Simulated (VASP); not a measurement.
# K (Fm-3m) in VASP: settings compared, part 2 of 2

VASP 6.6.1. Earlier steps stand in the parts before.

## (3) Relaxation of cell and atoms, r2SCAN+D4

The input, POSCAR:

```
K
1.0
    0.0000000000      3.3918728180      3.3918728180
    3.3918728180      0.0000000000      3.3918728180
    3.3918728180      3.3918728180      0.0000000000
K
1
Direct
    0.0000000000      0.0000000000      0.0000000000
```

The input, INCAR.step1:

```
  ALGO = Normal
  EDIFF = 1E-4
  ENCUT = 600
  GGA = PE
  ISMEAR = -1
  LASPH = T
  LCHARG = F
  LREAL = F
  LWAVE = T
  NELM = 100
  PREC = Accurate
  SIGMA = 0.05
```

The input, INCAR.step2:

```
  ALGO = Normal
  EDIFF = 1E-6
  EDIFFG = -0.01
  ENCUT = 600
  IBRION = 2
  ISIF = 3
  ISMEAR = -1
  ISTART = 1
  IVDW = 13
  LASPH = T
  LCHARG = F
  LMIXTAU = T
  LREAL = F
  LWAVE = F
  METAGGA = R2SCAN
  NELM = 100
  NSW = 60
  PREC = Accurate
  SIGMA = 0.05
  VDW_A1 = 0.51559235
  VDW_A2 = 5.77342911
  VDW_S6 = 1.0
  VDW_S8 = 0.6018749
```

The input, KPOINTS:

```
k-points
0
Gamma
  7 7 7
```

Potentials or basis: VASP PAW PBE potentials, release 64 (K_sv).

Run with:

```console
$ cat potpaw_PBE.64/K_sv/POTCAR > POTCAR
$ cp INCAR.step1 INCAR
$ mpirun -np 1 vasp_std > vasp.out
$ cp INCAR.step2 INCAR
$ mpirun -np 1 vasp_std > vasp.out
```

OUTCAR:

```text
EDIFF = 1E-6
   EDIFFG = -0.01
   ENCUT = 600
   IBRION = 2
   ISIF = 3
   ISMEAR = -1
   ISTART = 1
   IVDW = 13
   LASPH = T
   LREAL = F
   METAGGA = R2SCAN
   NELM = 100
   NSW = 60
   PREC = Accurate

 ion  position               nearest neighbor table
   1  0.000  0.000  0.000-

  LATTYP: Found a face centered cubic cell.
 ALAT       =     6.7837456360

  Lattice vectors:

 A1 = (   0.0000000000,   3.3918728180,   3.3918728180)
 A2 = (   3.3918728180,   0.0000000000,   3.3918728180)
 A3 = (   3.3918728180,   3.3918728180,   0.0000000000)

Analysis of symmetry for initial positions (statically):
=====================================================================
 Subroutine PRICEL returns:
 Original cell was already a primitive cell.

 Routine SETGRP: Setting up the symmetry group for a
 face centered cubic supercell.

 Subroutine GETGRP returns: Found 48 space group operations
 (whereof 48 operations were pure point group operations)
 out of a pool of 48 trial point group operations.

The static configuration has the point symmetry O_h .

Analysis of symmetry for dynamics (positions and initial velocities):
=====================================================================
[... 127 lines left out ...]
   LORBIT       =      0    0 simple, 1 ext, 2 COOP (PROOUT), +10 PAW based schemes
   METAGGA = R2SCAN    functional components
   LHFCALC =     F    Hartree Fock is set to
   AEXX    =    0.0000 exact exchange contribution
   IVDW    =    13    specifies the selected vdW correction
   LEPSILON=     F    determine dielectric tensor
   LRPA    =     F    only Hartree local field effects (RPA)
 conjugate gradient relaxation of ions
 non-spin polarized calculation
  energy-cutoff  :      600.00
  volume of cell :       78.05
 maximum number of plane-waves:      2643
 NGX is ok and might be reduce to    40
   NGX = 19   NGY = 19   NGZ = 19

--------------------------------------- Ionic step        1  -------------------------------------------

 number of electron       9.0000000 magnetization

 Free energy of the ion-electron system (eV)
  ---------------------------------------------------
  ext. energy  EPLUGINS =         0.00000000
  ---------------------------------------------------
  free energy    TOTEN  =        -6.02395513 eV

  energy without entropy =       -6.02140112  energy(sigma->0) =       -6.02267813

------------------------ aborting loop because EDIFF is reached ----------------------------------------

  DFT-D4 for vdW energy calculation

  Edisp (eV):   -0.01964
[... 69 lines left out ...]
--------------------------------------- Ionic step        3  -------------------------------------------

 number of electron       9.0000000 magnetization

 Free energy of the ion-electron system (eV)
  ---------------------------------------------------
  ext. energy  EPLUGINS =         0.00000000
  ---------------------------------------------------
  free energy    TOTEN  =        -6.02421842 eV

  energy without entropy =       -6.02170792  energy(sigma->0) =       -6.02296317

 E-fermi :  -0.0578     XC(G=0):  -5.8328

 val. band max:       -0.3279594514   @ k =   0.4286   0.0000   0.0000
 cond. band min:       0.0120980207   @ k =  -0.2857   0.2857   0.0000
 fundamental gap:      0.3400574721
 Fermi energy:        -0.0578110914

 k-point     1 :       0.0000    0.0000    0.0000
  band No.  band energies     occupation
      1     -33.8036      2.00000
      2     -16.4780      2.00000
      3     -16.4780      2.00000
      4     -16.4780      2.00000
      5      -2.3967      2.00000
      6       4.4929      0.00000
      7       4.4929      0.00000
      8       4.4929      0.00000
[... 239 lines left out ...]
  FREE ENERGIE OF THE ION-ELECTRON SYSTEM (eV)
  ---------------------------------------------------
  free  energy   TOTEN  =        -6.0444125464 eV

  energy  without entropy=       -6.0419020464  energy(sigma->0) =       -6.04315730

 reached required accuracy - stopping structural energy minimisation
```

OUTCAR.step1:

```text
EDIFF = 1E-4
   ENCUT = 600
   GGA = PE
   ISMEAR = -1
   LASPH = T
   LREAL = F
[... 427 lines left out ...]

 POSITION                                       TOTAL-FORCE (eV/Angst)
 -----------------------------------------------------------------------------------
      0.00000      0.00000      0.00000         0.000000      0.000000      0.000000
 -----------------------------------------------------------------------------------
    total drift:                               -0.000000      0.000000     -0.000000

  FREE ENERGIE OF THE ION-ELECTRON SYSTEM (eV)
  ---------------------------------------------------
  free  energy   TOTEN  =        -1.0565954620 eV

  energy  without entropy=       -1.0538102785  energy(sigma->0) =       -1.05520287
```

OSZICAR.step1:

```text
N       E                     dE             d eps       ncg     rms          rms(c)
DAV:   1     0.487917974187E+02    0.48792E+02   -0.38372E+03   320   0.947E+02
DAV:   2     0.723041312967E+00   -0.48069E+02   -0.47756E+02   320   0.218E+02
DAV:   3    -0.988078554589E+00   -0.17111E+01   -0.17110E+01   480   0.364E+01
DAV:   4    -0.105464625553E+01   -0.66568E-01   -0.66454E-01   496   0.565E+00
DAV:   5    -0.105582103426E+01   -0.11748E-02   -0.11748E-02   528   0.534E-01    0.179E+00
DAV:   6    -0.105610326939E+01   -0.28224E-03   -0.11968E-03   520   0.268E-01    0.110E+00
DAV:   7    -0.105653040391E+01   -0.42713E-03   -0.26887E-03   472   0.410E-01    0.507E-02
DAV:   8    -0.105659546197E+01   -0.65058E-04   -0.13128E-04   424   0.154E-01
   1 F= -.10565955E+01 E0= -.10552029E+01  d E =-.278518E-02
```

It took 90 s on 1 thread of Intel Xeon 6975P-C (Granite Rapids), shared host; peak memory 0.26 GiB.

What came out:

* Free energy: -6.0444 eV
* Relaxed volume: 75.88 Å³/atom
* Relaxed cell: a = 4.752 Å, b = 4.752 Å, c = 4.752 Å, α = 60.00°, β = 60.00°, γ = 60.00°
* Space group after relaxing (to 0.1 Å): Fm-3m (No. 225)
* Energy gained by relaxing: 0.8 meV/atom
* Ionic steps: 3
* Pressure after relaxing: 0.0 GPa
* Band gap on the k mesh: zero (an odd number of electrons rules out a gap without spin polarisation)
* Dispersion energy per atom: -0.020 eV

The path:
| step | energy change (eV) | largest force (eV/Å) | pressure (GPa) | volume (Å³) |
| --- | --- | --- | --- | --- |
| 1 | 0.0000 | 0.0000 | -0.11 | 78.05 |
| 2 | -0.0004 | 0.0000 | -0.08 | 77.45 |
| 3 | -0.0008 | 0.0000 | -0.01 | 75.88 |

Final structure:
```cif
data_structure
_symmetry_space_group_name_H-M 'P 1'
_symmetry_Int_Tables_number 1
_cell_length_a 4.7521
_cell_length_b 4.7521
_cell_length_c 4.7521
_cell_angle_alpha 60.000
_cell_angle_beta 60.000
_cell_angle_gamma 60.000
_cell_volume 75.88
loop_
_atom_site_label
_atom_site_type_symbol
_atom_site_fract_x
_atom_site_fract_y
_atom_site_fract_z
_atom_site_occupancy
K1 K 0.00000 0.00000 0.00000 1
```

Caveat: the PAW data sets were made with another functional, which shifts forces and pressure a little.

## (4) Relaxation of cell and atoms, r2SCAN+rVV10

POSCAR is that of step 3.

The input, INCAR.step1:

```
  PREC = Accurate
  ENCUT = 600
  ISMEAR = -1
  SIGMA = 0.05
  LREAL = F
  LASPH = T
  NELM = 100
  GGA = PE
  ALGO = Normal
  EDIFF = 1E-4
  LWAVE = T
  LCHARG = F
```

The input, INCAR.step2:

```
  PREC = Accurate
  ENCUT = 600
  EDIFF = 1E-7
  ISMEAR = -1
  SIGMA = 0.05
  LREAL = F
  LASPH = T
  NELM = 100
  ALGO = Normal
  ISIF = 3
  LWAVE = F
  LCHARG = F
  METAGGA = R2SCAN
  LMIXTAU = T
  LUSE_VDW = T
  IVDW_NL = 2
  BPARAM = 11.95
  CPARAM = 0.0093
  IBRION = 2
  NSW = 60
  EDIFFG = -0.01
  ISTART = 1
```

The input, KPOINTS:

```
regular mesh
0
Gamma
  7 7 7
```

Potentials or basis: VASP PAW PBE potentials, release 64 (K_sv).

Run with:

```console
$ cat potpaw_PBE.64/K_sv/POTCAR > POTCAR
$ cp INCAR.step1 INCAR
$ mpirun -np 1 vasp_std > vasp.out
$ cp INCAR.step2 INCAR
$ mpirun -np 1 vasp_std > vasp.out
```

OUTCAR:

```text
PREC = Accurate
   ENCUT = 600
   EDIFF = 1E-7
   ISMEAR = -1
   LREAL = F
   LASPH = T
   NELM = 100
   ISIF = 3
   METAGGA = R2SCAN
   IVDW_NL = 2
   BPARAM = 11.95
   IBRION = 2
   NSW = 60
   EDIFFG = -0.01
   ISTART = 1

 ion  position               nearest neighbor table
   1  0.000  0.000  0.000-

  LATTYP: Found a face centered cubic cell.
 ALAT       =     6.7837456360

  Lattice vectors:

 A1 = (   0.0000000000,   3.3918728180,   3.3918728180)
 A2 = (   3.3918728180,   0.0000000000,   3.3918728180)
 A3 = (   3.3918728180,   3.3918728180,   0.0000000000)
[... 174 lines left out ...]

  FORCE on cell =-STRESS in cart. coord.  units (eV):
  Direction    XX          YY          ZZ          XY          YZ          ZX
  --------------------------------------------------------------------------------------
  -------------------------------------------------------------------------------------
  Total       -0.0697761     -0.0697761     -0.0697761      0.0000000     -0.0000000      0.0000000
  in kB       -1.4324140     -1.4324140     -1.4324140      0.0000000     -0.0000000      0.0000000
  external PRESSURE =      -1.4324140 kB  Pullay stress =       0.0000000 kB
[... 92 lines left out ...]
--------------------------------------- Ionic step        4  -------------------------------------------

 number of electron       9.0000000 magnetization

 Free energy of the ion-electron system (eV)
  ---------------------------------------------------
  ext. energy  EPLUGINS =         0.00000000
  ---------------------------------------------------
  free energy    TOTEN  =        -5.71836867 eV

  energy without entropy =       -5.71588207  energy(sigma->0) =       -5.71712537

 E-fermi :  -0.0489     XC(G=0):  -5.8904

 val. band max:       -0.3216007233   @ k =   0.4286   0.0000   0.0000
 cond. band min:       0.0210757523   @ k =  -0.2857   0.2857   0.0000
 fundamental gap:      0.3426764757
 Fermi energy:        -0.0488524151

 k-point     1 :       0.0000    0.0000    0.0000
  band No.  band energies     occupation
      1     -33.7334      2.00000
      2     -16.4080      2.00000
      3     -16.4080      2.00000
      4     -16.4080      2.00000
      5      -2.4109      2.00000
      6       4.5328      0.00000
      7       4.5328      0.00000
      8       4.5328      0.00000
[... 235 lines left out ...]
  FREE ENERGIE OF THE ION-ELECTRON SYSTEM (eV)
  ---------------------------------------------------
  free  energy   TOTEN  =        -5.7183686725 eV

  energy  without entropy=       -5.7158820710  energy(sigma->0) =       -5.71712537

 reached required accuracy - stopping structural energy minimisation
```

OSZICAR.step1:

```text
N       E                     dE             d eps       ncg     rms          rms(c)
DAV:   1     0.487917974187E+02    0.48792E+02   -0.38372E+03   320   0.947E+02
DAV:   2     0.723041312967E+00   -0.48069E+02   -0.47756E+02   320   0.218E+02
DAV:   3    -0.988078554589E+00   -0.17111E+01   -0.17110E+01   480   0.364E+01
DAV:   4    -0.105464625553E+01   -0.66568E-01   -0.66454E-01   496   0.565E+00
DAV:   5    -0.105582103426E+01   -0.11748E-02   -0.11748E-02   528   0.534E-01    0.179E+00
DAV:   6    -0.105610326939E+01   -0.28224E-03   -0.11968E-03   520   0.268E-01    0.110E+00
DAV:   7    -0.105653040391E+01   -0.42713E-03   -0.26887E-03   472   0.410E-01    0.507E-02
DAV:   8    -0.105659546197E+01   -0.65058E-04   -0.13128E-04   424   0.154E-01
   1 F= -.10565955E+01 E0= -.10552029E+01  d E =-.278518E-02
```

Run time: 7.7 min. Hardware: 1 thread of Intel Xeon 6975P-C (Granite Rapids), shared host; peak memory 0.48 GiB.

What came out:

```yaml
Free_energy: -5.7184 eV
Relaxed_volume: 74.77 Å³/atom
Relaxed_cell: a = 4.729 Å, b = 4.729 Å, c = 4.729 Å, α = 60.00°, β = 60.00°, γ = 60.00°
Space_group_after_relaxing_to_0.1_Å: Fm-3m (No. 225)
Energy_gained_by_relaxing: 1.5 meV/atom
Ionic_steps: 4
Pressure_after_relaxing: 0.0 GPa
Band_gap_on_the_k_mesh: zero (an odd number of electrons rules out a gap without spin polarisation)
```

Step by step:
| step | energy change (eV) | largest force (eV/Å) | pressure (GPa) | volume (Å³) |
| --- | --- | --- | --- | --- |
| 1 | 0.0000 | 0.0000 | -0.14 | 78.05 |
| 2 | -0.0006 | 0.0000 | -0.11 | 77.26 |
| 3 | -0.0014 | 0.0000 | -0.03 | 75.50 |
| 4 | -0.0015 | 0.0000 | 0.00 | 74.77 |

Final structure:
```yaml
crystal:
  lattice:
    - [0.00000, 3.34367, 3.34367]
    - [3.34367, 0.00000, 3.34367]
    - [3.34367, 3.34367, 0.00000]
  atoms:
    - { symbol: K, position: [0.00000, 0.00000, 0.00000] }
```

Caveat: the PAW data sets were made with another functional, which shifts forces and pressure a little.

## (5) Single point, LDA

The input, INCAR:

```
PREC = Accurate
ENCUT = 520
EDIFF = 1E-6
ISMEAR = -1
SIGMA = 0.05
LREAL = False
LASPH = True
NELM = 80
ALGO = Normal
ISIF = 2
LWAVE = False
LCHARG = False
NBANDS = 10
```

KPOINTS is that of step 4.

POSCAR is that of step 4.

Potentials or basis: VASP PAW LDA potentials, release 64 (K_sv).

Run with:

```console
$ cat potpaw_LDA.64/K_sv/POTCAR > POTCAR
$ mpirun -np 1 vasp_std > vasp.out
```

Wall time 17 s (1 thread of Intel Xeon 8259CL, shared host); peak memory 0.17 GiB.

Results (log left out):

| Item | Value |
| --- | --- |
| Free energy | -1.1466 eV |
| Pressure | -0.6 GPa |
| Band gap on the k mesh | zero (an odd number of electrons rules out a gap without spin polarisation) |

Levels at points of the mesh, in eV from the Fermi level:
```
           k point  band 3  band 4  band 5  band 6  band 7  band 8
(0.00, 0.00, 0.00)  -15.62  -15.62   -2.16    3.96    3.96    3.96
```

## (6) Single point, LDA

The input, INCAR:

```
SYSTEM = K
ALGO = Normal
EDIFF = 1E-6
ENCUT = 520
GGA = CA
ISIF = 2
ISMEAR = -1
LASPH = .TRUE.
LCHARG = .FALSE.
LREAL = .FALSE.
LWAVE = .FALSE.
NBANDS = 10
NELM = 100
PREC = Accurate
SIGMA = 0.05
```

The input, KPOINTS:

```
k-points
0
G
  7 7 7
  0 0 0
```

POSCAR is that of step 5.

Potentials or basis: VASP PAW LDA potentials, release 64 (K_sv).

Run with:

```console
$ cat potpaw_LDA.64/K_sv/POTCAR > POTCAR
$ mpirun -np 1 vasp_std > vasp.out
```

It took 16 s on 1 thread of Intel Xeon 8259CL, shared host; peak memory 0.17 GiB.

It converged, with:

* Free energy: -1.1466 eV
* Pressure: -0.6 GPa
* Band gap on the k mesh: zero (an odd number of electrons rules out a gap without spin polarisation)

Levels at points of the mesh, in eV from the Fermi level:
| k point | band 2 | band 3 | band 4 | band 5 | band 6 | band 7 | band 8 | band 9 |
| --- | --- | --- | --- | --- | --- | --- | --- | --- |
| (0.00, 0.00, 0.00) | -15.62 | -15.62 | -15.62 | -2.16 | 3.96 | 3.96 | 3.96 | 5.13 |

## (7) Overview

| task | level | potentials or basis | cell | cutoff (eV) | gap on the mesh (eV) | pressure (GPa) | relaxed volume (Å³/atom) |
| --- | --- | --- | --- | --- | --- | --- | --- |
| relaxation of cell and atoms | r2SCAN+D3(BJ) | VASP PAW PBE potentials, release 64 (K_sv) | relaxed | 600 | none | 0.0 | 74.39 |
| relaxation of cell and atoms | r2SCAN+D4 | VASP PAW PBE potentials, release 64 (K_sv) | relaxed | 600 | none | 0.0 | 75.88 |
| relaxation of cell and atoms | r2SCAN+rVV10 | VASP PAW PBE potentials, release 64 (K_sv) | relaxed | 600 | none | 0.0 | 74.77 |
| single point | LDA | VASP PAW LDA potentials, release 64 (K_sv) | as given | 520 | none | -0.6 | - |

Alike in all rows: no spin polarisation; k mesh 7 × 7 × 7; smearing fermi-dirac 0.05 eV.

Caveats: the PAW data sets were made with another functional, which shifts forces and pressure a little (at least some runs).

Absolute energies hang on the potentials; compare differences alone.
